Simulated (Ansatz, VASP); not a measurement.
TaTl in VASP and in Ansatz

POSCAR

```
TaTl
1.0
    3.6221205400      0.0000000000      0.0000000000
    0.0000000000      3.6221205400      0.0000000000
    0.0000000000      0.0000000000      3.6221205400
Ta Tl
1 1
Direct
    0.0000000000      0.0000000000      0.0000000000
    0.5000000000      0.5000000000      0.5000000000
```

File INCAR.step1:

```
SYSTEM = TaTl
ALGO = Normal
EDIFF = 1E-4
ENCUT = 520
GGA = PE
ISMEAR = -1
LASPH = .TRUE.
LCHARG = .FALSE.
LREAL = .FALSE.
LWAVE = .TRUE.
NBANDS = 19
NELM = 60
PREC = Accurate
SIGMA = 0.05
```

INCAR.step2

```
SYSTEM = TaTl
ALGO = Normal
EDIFF = 1E-7
ENCUT = 520
ISIF = 2
ISMEAR = -1
ISTART = 1
LASPH = .TRUE.
LCHARG = .FALSE.
LMIXTAU = .TRUE.
LREAL = .FALSE.
LWAVE = .FALSE.
METAGGA = R2SCAN
NBANDS = 19
NELM = 60
PREC = Accurate
SIGMA = 0.05
```

The input KPOINTS:

```
k-points
0
G
  7 7 7
  0 0 0
```

Contents of input.yaml:

```yaml
crystal:
  lattice:
    - [3.62212054, 0.0, 0.0]
    - [0.0, 3.62212054, 0.0]
    - [0.0, 0.0, 3.62212054]
  atoms:
    - { symbol: Ta, position: [0.0, 0.0, 0.0] }
    - { symbol: Tl, position: [0.5, 0.5, 0.5] }
hamiltonian:
  xc: r2scan
  pseudopotentials: { kind: paw }
kpoints:
  mp_grid: { grid: [7, 7, 7] }
  band_path:
    path:
      - [[0.0, 0.0, 0.0], [0.0, 0.5, 0.0], [0.5, 0.5, 0.0], [0.0, 0.0, 0.0], [0.5, 0.5, 0.5], [0.0, 0.5, 0.0]]
      - [[0.5, 0.5, 0.0], [0.5, 0.5, 0.5]]
    npoints: 14
scf:
  occupations: { method: fermi_dirac, width: 0.05 }
  n_extra_bands: 6
output:
  forces: true
  stress: true
  eigenvalues: true
  fatbands: false
```

Alike in both runs: functional r2SCAN; k mesh 7 × 7 × 7; occupations fermi-dirac, width 0.05 eV; no spin polarisation.

```csv
,VASP,Ansatz
version,VASP 6.6.1,Ansatz 0.2.0
potentials or method,"VASP PAW PBE potentials, release 64 (Ta_pv, Tl_d)",Ansatz PAW
plane-wave cutoff (eV),520,500
valence electrons in the cell,24,26
task,single point,band structure
```

VASP gave:

- gap on the k mesh at the Fermi level (eV): none
- pressure (GPa): -16.2

Question: What did Ansatz give for the same quantities?

Answer: gap on the k mesh at the Fermi level (eV): none; pressure (GPa): -16.4.

VASP's potentials were made for PBE, not for r2SCAN. A gap of «none» marks a metal or a gap that the smearing closes. VASP's potentials hold 24 valence electrons a cell and Ansatz's 26, so a difference there can come from the potentials and not from the codes.

Neither program's run includes spin-orbit coupling.
